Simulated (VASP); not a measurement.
A run of VASP 6.6.1 is set up as follows.

File INCAR:

```
ALGO = Normal ; EDIFF = 1E-7
ENCUT = 520 ; GGA = PE
ISIF = 2 ; ISMEAR = -1
LASPH = T ; LCHARG = F
LREAL = Auto ; LWAVE = F
NBANDS = 94 ; NELM = 80
PREC = Accurate ; SIGMA = 0.052
```

File KPOINTS:

```
k-points
0
Gamma
  2 2 2
```

File POSCAR:

```
PbS
1.0
    0.0000000000      5.9411366537      5.9411366537
    5.9411366537      0.0000000000      5.9411366537
    5.9411366537      5.9411366537      0.0000000000
Pb S
8 8
Direct
   -0.0050351476     -0.0004740675      0.0016549863
    0.0052038022     -0.0049895334      0.4936012536
    0.0006141081      0.4935847584      0.0020959794
    0.0094803408      0.5014161723      0.4903060087
    0.5129897152      0.0167865184     -0.0012127309
    0.4715202937      0.0136037100      0.5070296604
    0.4946683053      0.4867674603     -0.0002257144
    0.5072993058      0.4728439462      0.5082772331
    0.2620185481      0.2683528579      0.2063595018
    0.2549621543      0.2665420933      0.7529488481
    0.2443214295      0.7607928017      0.2726069260
    0.2408714163      0.7597492303      0.7817034468
    0.7598316220      0.2771007630      0.2580454868
    0.7605765131      0.2581534628      0.7565400801
    0.7483089111      0.7718170389      0.2452762131
    0.7501743790      0.7697304012      0.7166508276
```

Potentials or basis: VASP PAW PBE potentials, release 64 (Pb_d, S).

Command:

```bash
$ cat potpaw_PBE.64/Pb_d/POTCAR potpaw_PBE.64/S/POTCAR > POTCAR
$ mpirun -np 1 vasp_std > vasp.out
```

(1) What does it give for the band gap on the k mesh?

(2) Estimate the largest force.

(3) Estimate the pressure.

Results:

(1) 0.45 eV.

(2) 1.062 eV/Å.

(3) 3.2 GPa.

Caveat: the k points lie up to 0.46 Å⁻¹ apart; spin-orbit coupling is left out, which moves the levels of the heavy elements; forces of over 1 eV/Å act on the atoms, so gaps and moduli don't describe the material at rest.
